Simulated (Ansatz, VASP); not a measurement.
Two plane-wave programs on CuO

```
Cu O
1.0
     3.17550    0.00000    0.00000
     0.00000    3.17550    0.00000
     0.00000    0.00000    4.64953
Cu O
2 2
Direct
  0.00000 0.00000 0.00000
  0.50000 0.50000 0.00000
  0.50000 0.00000 0.26700
  0.00000 0.50000 0.73300
```

Alike in both runs: functional LDA; k mesh 5 × 5 × 4; occupations fermi-dirac, width 0.05 eV; no spin polarisation.

|  | VASP | Ansatz |
| --- | --- | --- |
| version | VASP 6.6.1 | Ansatz 0.2.0 |
| potentials or method | VASP PAW LDA potentials, release 64 (Cu, O) | Ansatz PAW |
| plane-wave cutoff (eV) | 520 | 420 |
| valence electrons in the cell | 34 | 50 |
| task | single point | band structure |

Ansatz gave:

| Item | Value |
| --- | --- |
| gap on the k mesh at the Fermi level (eV) | none |
| pressure (GPa) | 3.9 |
| traceless stress, the component that is largest in VASP (GPa) | -22.65 |
| rms of the force components (eV/Å) | 0.690 |

Problem. What did VASP give for the same quantities?

Solution. gap on the k mesh at the Fermi level (eV): none; pressure (GPa): 4.7; traceless stress, the component that is largest in VASP (GPa): -22.92; rms of the force components (eV/Å): 0.655.

LDA's correlation is that of Perdew and Zunger in VASP and of Perdew and Wang (1992) in Ansatz. Atom by atom the forces differ by 0.035 eV/Å (rms over components). A gap of «none» marks a metal or a gap that the smearing closes. VASP's potentials hold 34 valence electrons a cell and Ansatz's 50, so a difference there can come from the potentials and not from the codes.

The k mesh is coarse, so the values compare programs but aren't converged.
